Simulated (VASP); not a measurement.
# C in VASP: a series of runs

Aim: see how the results for C move with the level of theory and the settings. Levels: r2SCAN, PBE. Tasks: single point.

All numbers are computed with VASP 6.6.1; they aren't measurements. Logs are shortened: lines on timing, memory, paths and dates and some standing lists are left out, and cuts for length are marked.

### 1 The cell of the first run

It takes space group Fd-3m (No. 227, cubic). Conventional cell: a = 3.560 Å, b = 3.560 Å, c = 3.560 Å, α = 90.00°, β = 90.00°, γ = 90.00°. Within 2.1 Å of C (site symmetry -43m) lie 4 C at 1.54 Å.

### 2 Single point, r2SCAN

POSCAR reads:

```
C
1.0
    0.0000000000      1.7801241411      1.7801241411
    1.7801241411      0.0000000000      1.7801241411
    1.7801241411      1.7801241411      0.0000000000
C
2
Direct
    0.0000000000      0.0000000000      0.0000000000
    0.2500000000      0.2500000000      0.2500000000
```

INCAR.step1 reads:

```
SYSTEM = C
  PREC = Accurate
  ENCUT = 910
  ISMEAR = 0
  SIGMA = 0.01
  LREAL = .False.
  LASPH = .True.
  NELM = 120
  NBANDS = 11
  GGA = PE
  ALGO = Normal
  EDIFF = 1E-5
  LWAVE = .True.
  LCHARG = .False.
  GGA_COMPAT = .False.
```

INCAR.step2 reads:

```
SYSTEM = C
  PREC = Accurate
  ENCUT = 910
  EDIFF = 1E-6
  ISMEAR = 0
  SIGMA = 0.01
  LREAL = .False.
  LASPH = .True.
  NELM = 120
  ALGO = Normal
  ISIF = 2
  LWAVE = .False.
  LCHARG = .False.
  METAGGA = R2SCAN
  LMIXTAU = .True.
  NBANDS = 11
  ISTART = 1
  GGA_COMPAT = .False.
```

KPOINTS reads:

```
Automatic mesh
0
Gamma
  12 12 12
  0 0 0
```

Potentials or basis: VASP PAW PBE potentials, release 64 (C_h).

Launch:

```
> cat potpaw_PBE.64/C_h/POTCAR > POTCAR
> cp INCAR.step1 INCAR
> mpirun -np 1 vasp_std > vasp.out
> cp INCAR.step2 INCAR
> mpirun -np 1 vasp_std > vasp.out
```

OUTCAR:

```text
SYSTEM = C
   PREC = Accurate
   ENCUT = 910
   EDIFF = 1E-6
   ISMEAR = 0
   LREAL = .False.
   LASPH = .True.
   NELM = 120
   ISIF = 2
   METAGGA = R2SCAN
   ISTART = 1

 ion  position               nearest neighbor table
   1  0.000  0.000  0.000-
   2  0.250  0.250  0.250-

  LATTYP: Found a face centered cubic cell.
 ALAT       =     3.5602482822

  Lattice vectors:

 A1 = (   0.0000000000,   1.7801241411,   1.7801241411)
 A2 = (   1.7801241411,   0.0000000000,   1.7801241411)
 A3 = (   1.7801241411,   1.7801241411,   0.0000000000)

Analysis of symmetry for initial positions (statically):
=====================================================================
 Subroutine PRICEL returns:
 Original cell was already a primitive cell.

 Routine SETGRP: Setting up the symmetry group for a
 face centered cubic supercell.

 Subroutine GETGRP returns: Found 48 space group operations
 (whereof 24 operations were pure point group operations)
 out of a pool of 48 trial point group operations.

The static configuration has the point symmetry T_d .
 The point group associated with its full space group is O_h .

Analysis of symmetry for dynamics (positions and initial velocities):
=====================================================================
 Subroutine PRICEL returns:
 Original cell was already a primitive cell.

 Routine SETGRP: Setting up the symmetry group for a
 face centered cubic supercell.

 Subroutine GETGRP returns: Found 48 space group operations
 (whereof 24 operations were pure point group operations)
 out of a pool of 48 trial point group operations.

The dynamic configuration has the point symmetry T_d .
 The point group associated with its full space group is O_h .

 Subroutine INISYM returns: Found 48 space group operations
 (whereof 24 operations are pure point group operations),
 and found     1 'primitive' translations

----------------------------------------------------------------------------------------

                                     Primitive cell

  volume of cell :      11.2819

  direct lattice vectors                    reciprocal lattice vectors
     0.000000000  1.780124141  1.780124141    -0.280879287  0.280879287  0.280879287
     1.780124141  0.000000000  1.780124141     0.280879287 -0.280879287  0.280879287
     1.780124141  1.780124141  0.000000000     0.280879287  0.280879287 -0.280879287

  length of vectors
     2.517475703  2.517475703  2.517475703     0.486497196  0.486497196  0.486497196

  position of ions in fractional coordinates (direct lattice)
     0.000000000  0.000000000  0.000000000
     0.250000000  0.250000000  0.250000000

  ion indices of the primitive-cell ions
   primitive index   ion index
                 1           1
                 2           2

----------------------------------------------------------------------------------------

 KPOINTS: Automatic mesh

Automatic generation of k-mesh.
 Grid dimensions read from file:
 generate k-points for:   12   12   12

 Generating k-lattice:

  Cartesian coordinates                     Fractional coordinates (reciprocal lattice)
    -0.023406607  0.023406607  0.023406607     0.083333333  0.000000000  0.000000000
     0.023406607 -0.023406607  0.023406607     0.000000000  0.083333333  0.000000000
     0.023406607  0.023406607 -0.023406607     0.000000000  0.000000000  0.083333333

  Length of vectors
     0.040541433  0.040541433  0.040541433

  Shift w.r.t. Gamma in fractional coordinates (k-lattice)
     0.000000000  0.000000000  0.000000000

 Subroutine IBZKPT returns following result:
 ===========================================

 Found     72 irreducible k-points:

 Following reciprocal coordinates:
            Coordinates               Weight
  0.000000  0.000000  0.000000      1.000000
  0.083333  0.000000  0.000000      8.000000
  0.166667  0.000000  0.000000      8.000000
  0.250000  0.000000  0.000000      8.000000
  0.333333  0.000000  0.000000      8.000000
  0.416667  0.000000  0.000000      8.000000
[... 16 lines left out ...]
  0.500000  0.166667  0.000000     24.000000
 -0.416667  0.166667  0.000000     24.000000
 [... further k-points ...]
   k-points           NKPTS =     72   k-points in BZ     NKDIM =     72   number of bands    NBANDS=     11
   number of dos      NEDOS =    301   number of ions     NIONS =      2
   total plane-waves  NPLWV =  21952
   dimension x,y,z NGX =    28 NGY =   28 NGZ =   28
   dimension x,y,z NGXF=    56 NGYF=   56 NGZF=   56
   ions per type =               2
   NGX,Y,Z   is equivalent  to a cutoff of  18.49, 18.49, 18.49 a.u.
   NGXF,Y,Z  is equivalent  to a cutoff of  36.98, 36.98, 36.98 a.u.
 SYSTEM =  C
   PREC   = accura    normal or accurate (medium, high low for compatibility)
   ISTART =      1    job   : 0-new  1-cont  2-samecut
   ICHARG =      0    charge: 1-file 2-atom 10-const
   ISPIN  =      1    spin polarized calculation?
   LNONCOLLINEAR =      F non collinear calculations
   LSORBIT =      F    spin-orbit coupling
   LASPH  =      T    aspherical Exc in radial PAW
   ENCUT  =  910.0 eV  66.88 Ry    8.18 a.u.   6.19  6.19  6.19*2*pi/ulx,y,z
   NELM   =    120;   NELMIN=  2; NELMDL=  0     # of ELM steps
   EDIFF  = 0.1E-05   stopping-criterion for ELM
   LREAL  =      F    real-space projection
   EDIFFG = 0.1E-04   stopping-criterion for IOM
   NSW    =      0    number of steps for IOM
   IBRION =     -1    ionic relax: 0-MD 1-quasi-New 2-CG
   NFREE  =      0    steps in history (QN), initial steepest desc. (CG)
   ISIF   =      2    stress and relaxation
   ISYM   =      2    0-nonsym 1-usesym 2-fastsym
   POTIM  = 0.5000    time-step for ionic-motion
   TEBEG  =    0.0;   TEEND  =   0.0 temperature during run
   PSTRESS=    0.0 pullay stress
   NELECT =       8.0000    total number of electrons
   NUPDOWN=      -1.0000    fix difference up-down
   EMIN   =  10.00;   EMAX   =-10.00  energy-range for DOS
   EFERMI =   0.00;   METHOD = LEGACY
   ISMEAR =     0;   SIGMA  =   0.01  broadening in eV -4-tet -1-fermi 0-gaus
   EFERMI_NEDOS =   21; number of points for ismear=-14 and -15
   IALGO  =     38    algorithm
   IMIX   =      4    mixing-type and parameters
     AMIX     =   0.40;   BMIX     =  1.00
     AMIX_MAG =   1.60;   BMIX_MAG =  1.00
  volume/ion in A,a.u.               =       5.64        38.07
  Fermi-wavevector in a.u.,A,eV,Ry     =   1.459860  2.758735 28.996616  2.131191
  Thomas-Fermi vector in A             =   2.576377
   LORBIT       =      0    0 simple, 1 ext, 2 COOP (PROOUT), +10 PAW based schemes
   METAGGA = R2SCAN    functional components
   LHFCALC =     F    Hartree Fock is set to
   AEXX    =    0.0000 exact exchange contribution
   IVDW    =     0    specifies the selected vdW correction
   LEPSILON=     F    determine dielectric tensor
   LRPA    =     F    only Hartree local field effects (RPA)
 non-spin polarized calculation
 Gauss-broadening in eV      SIGMA  =   0.01
  energy-cutoff  :      910.00
  volume of cell :       11.28
 maximum number of plane-waves:       725
 NGX is ok and might be reduce to    28
   NGX = 13   NGY = 13   NGZ = 13

 number of electron       8.0000000 magnetization

 Free energy of the ion-electron system (eV)
  ---------------------------------------------------
  ext. energy  EPLUGINS =         0.00000000
  ---------------------------------------------------
  free energy    TOTEN  =       -19.71950114 eV

  energy without entropy =      -19.71950114  energy(sigma->0) =      -19.71950114

 E-fermi :  11.1626     XC(G=0): -14.3001

 val. band max:       10.9942558704   @ k =   0.0000   0.0000   0.0000
 cond. band min:      15.3817879524   @ k =   0.3333   0.3333   0.0000
 fundamental gap:      4.3875320820
 Fermi energy:        11.1626477802

 k-point     1 :       0.0000    0.0000    0.0000
  band No.  band energies     occupation
      1     -11.7504      2.00000
      2      10.9943      2.00000
      3      10.9943      2.00000
      4      10.9943      2.00000
      5      16.8887      0.00000
      6      16.8887      0.00000
      7      16.8887      0.00000
      8      24.9786      0.00000
      9      31.4696      0.00000
     10      38.4080      0.00000
     11      38.4080      0.00000

 k-point     2 :       0.0833    0.0000    0.0000
  band No.  band energies     occupation
      1     -11.5488      2.00000
      2       9.6790      2.00000
      3      10.6497      2.00000
      4      10.6497      2.00000
      5      17.3420      0.00000
      6      17.3421      0.00000
      7      17.6568      0.00000
      8      25.1782      0.00000
      9      31.8156      0.00000
     10      36.3704      0.00000
     11      36.3704      0.00000

 k-point     3 :       0.1667    0.0000    0.0000
  band No.  band energies     occupation
      1     -10.9469      2.00000
      2       6.9835      2.00000
      3       9.9029      2.00000
      4       9.9029      2.00000
      5      18.3251      0.00000
      6      18.3251      0.00000
      7      18.8009      0.00000
      8      25.7521      0.00000
      9      32.5371      0.00000
     10      34.7275      0.00000
     11      34.7275      0.00000

 k-point     4 :       0.2500    0.0000    0.0000
  band No.  band energies     occupation
      1      -9.9540      2.00000
      2       3.9799      2.00000
      3       9.1340      2.00000
      4       9.1340      2.00000
      5      19.2375      0.00000
      6      19.2375      0.00000
      7      19.5591      0.00000
      8      26.5495      0.00000
      9      32.9749      0.00000
     10      34.3225      0.00000
     11      34.3225      0.00000

 k-point     5 :       0.3333    0.0000    0.0000
  band No.  band energies     occupation
      1      -8.5950      2.00000
      2       1.0500      2.00000
      3       8.5242      2.00000
      4       8.5242      2.00000
      5      19.7491      0.00000
      6      19.7491      0.00000
      7      19.9681      0.00000
      8      27.2724      0.00000
      9      33.2113      0.00000
     10      35.2519      0.00000
     11      35.2519      0.00000
[... 211 lines left out ...]
 k-point    21 :       0.3333    0.1667    0.0000
  band No.  band energies     occupation
      1      -8.8398      2.00000
      2       3.3013      2.00000
      3       6.9212      2.00000
      4       7.3301      2.00000
      5      17.3466      0.00000
      6      22.4049      0.00000
      7      22.5317      0.00000
      8      23.4533      0.00000
      9      33.0554      0.00000
     10      34.0625      0.00000
     11      39.1823      0.00000

 k-point    22 :       0.4167    0.1667    0.0000
  band No.  band energies     occupation
      1      -7.3859      2.00000
      2       0.6156      2.00000
      3       6.4377      2.00000
      4       6.6892      2.00000
      5      18.0459      0.00000
      6      22.6605      0.00000
      7      22.7284      0.00000
      8      24.4526      0.00000
      9      33.3890      0.00000
     10      34.7869      0.00000
     11      39.7073      0.00000

 k-point    23 :       0.5000    0.1667    0.0000
  band No.  band energies     occupation
      1      -5.7562      2.00000
      2      -1.7120      2.00000
      3       5.6809      2.00000
      4       6.7807      2.00000
      5      18.4912      0.00000
      6      22.3590      0.00000
      7      22.8337      0.00000
      8      26.2037      0.00000
      9      32.3808      0.00000
     10      36.3007      0.00000
     11      38.9142      0.00000

 k-point    24 :      -0.4167    0.1667    0.0000
  band No.  band energies     occupation
      1      -5.3273      2.00000
      2      -2.2318      2.00000
      3       5.1695      2.00000
      4       7.1806      2.00000
      5      18.9533      0.00000
      6      21.8321      0.00000
      7      22.8087      0.00000
      8      27.4856      0.00000
      9      31.6109      0.00000
     10      36.3142      0.00000
     11      37.1149      0.00000

 [... further k-points ...]

------------------------ aborting loop because EDIFF is reached ----------------------------------------

  FORCE on cell =-STRESS in cart. coord.  units (eV):
  Direction    XX          YY          ZZ          XY          YZ          ZX
  --------------------------------------------------------------------------------------
  -------------------------------------------------------------------------------------
  Total       -0.0586285     -0.0586285     -0.0586285     -0.0000000     -0.0000000      0.0000000
  in kB       -8.3260458     -8.3260458     -8.3260458     -0.0000000     -0.0000000      0.0000000
  external PRESSURE =      -8.3260458 kB  Pullay stress =       0.0000000 kB

 VOLUME and BASIS-vectors are now :
 -----------------------------------------------------------------------------
  energy-cutoff  :      910.00
  volume of cell :       11.28
      direct lattice vectors                 reciprocal lattice vectors
     0.000000000  1.780124141  1.780124141    -0.280879287  0.280879287  0.280879287
     1.780124141  0.000000000  1.780124141     0.280879287 -0.280879287  0.280879287
     1.780124141  1.780124141  0.000000000     0.280879287  0.280879287 -0.280879287

 POSITION                                       TOTAL-FORCE (eV/Angst)
 -----------------------------------------------------------------------------------
      0.00000      0.00000      0.00000        -0.000000     -0.000000     -0.000000
      0.89006      0.89006      0.89006         0.000000      0.000000      0.000000
 -----------------------------------------------------------------------------------
    total drift:                                0.000000      0.000000      0.000000

  FREE ENERGIE OF THE ION-ELECTRON SYSTEM (eV)
  ---------------------------------------------------
  free  energy   TOTEN  =       -19.7195011396 eV

  energy  without entropy=      -19.7195011396  energy(sigma->0) =      -19.71950114
```

Run time: 35 s. Hardware: 1 thread of Intel Xeon 6975P-C (Granite Rapids), shared host; peak memory 0.15 GiB.

Results:

```
Free energy            : -19.7195 eV
Pressure               : -0.8 GPa
Band gap on the k mesh : 4.39 eV (least direct gap 5.89 eV)
```

Levels at points of the mesh, in eV from the valence-band top:
| k point | band 1 | band 2 | band 3 | band 4 | band 5 | band 6 | band 7 | band 8 |
| --- | --- | --- | --- | --- | --- | --- | --- | --- |
| (0.00, 0.00, 0.00) | -22.74 | 0.00 | 0.00 | 0.00 | 5.89 | 5.89 | 5.89 | 13.98 |
| (0.50, 0.00, 0.00) | -16.77 | -14.08 | -2.98 | -2.98 | 8.94 | 8.94 | 9.23 | 16.78 |
| (0.50, 0.50, 0.00) | -13.61 | -13.61 | -6.68 | -6.68 | 5.04 | 5.04 | 18.00 | 18.00 |

Caveat: the cutoff is under 1.25 times the usual one of these potentials, so pressure, stress and relaxed cells hold a basis-set (Pulay) error; the PAW data sets were made with another functional, which shifts forces and pressure a little.

### 3 Single point, PBE (strain along [111] -0.5%)

INCAR reads:

```
PREC = Accurate ; ENCUT = 520
EDIFF = 1E-6 ; ISMEAR = -1
SIGMA = 0.02 ; LREAL = F
LASPH = T ; NELM = 60
ALGO = Normal ; ISIF = 2
LWAVE = F ; LCHARG = F
GGA = PE ; NBANDS = 11
```

KPOINTS reads:

```
regular mesh
0
Gamma
  12 12 12
```

POSCAR reads:

```
C
1.0
   -0.0059337471      1.7741903940      1.7741903940
    1.7741903940     -0.0059337471      1.7741903940
    1.7741903940      1.7741903940     -0.0059337471
C
2
Direct
   -0.0000169120     -0.0000169120     -0.0000169120
    0.2500169120      0.2500169120      0.2500169120
```

Potentials or basis: VASP PAW PBE potentials, release 64 (C).

Launch:

```
> cat potpaw_PBE.64/C/POTCAR > POTCAR
> mpirun -np 1 vasp_std > vasp.out
```

Wall time 25 s (1 thread of Intel Xeon 8259CL, shared host); peak memory 0.13 GiB.

Results (log left out):

```
Free energy            : -18.1808 eV
Pressure               : 7.2 GPa
Largest force          : 0.015 eV/Å
Band gap on the k mesh : 4.17 eV (least direct gap 5.57 eV)
```

Forces on the atoms (eV/Å):
```
C   -0.009 -0.009 -0.009
C    0.009  0.009  0.009
```

Stress tensor (GPa, compression positive):
```
7.21 1.95 1.95
1.95 7.21 1.95
1.95 1.95 7.21
```

Levels at points of the mesh, in eV from the valence-band top:
```csv
k point,band 1,band 2,band 3,band 4,band 5,band 6,band 7,band 8,band 9
"(0.00, 0.00, 0.00)",-21.62,-0.01,-0.01,0.00,5.57,5.57,5.71,13.57,19.42
"(0.50, 0.00, 0.00)",-15.81,-13.49,-2.82,-2.81,8.46,8.55,9.04,15.79,22.04
"(0.50, 0.50, 0.00)",-12.86,-12.82,-6.40,-6.33,4.71,4.84,16.96,16.97,23.40
"(0.50, 0.50, 0.50)",-15.71,-13.50,-2.88,-2.88,8.47,8.47,8.87,15.78,22.05
```

Caveat: the cell differs from its parent crystal (strain along [111] -0.5%); the cell stands under pressure.
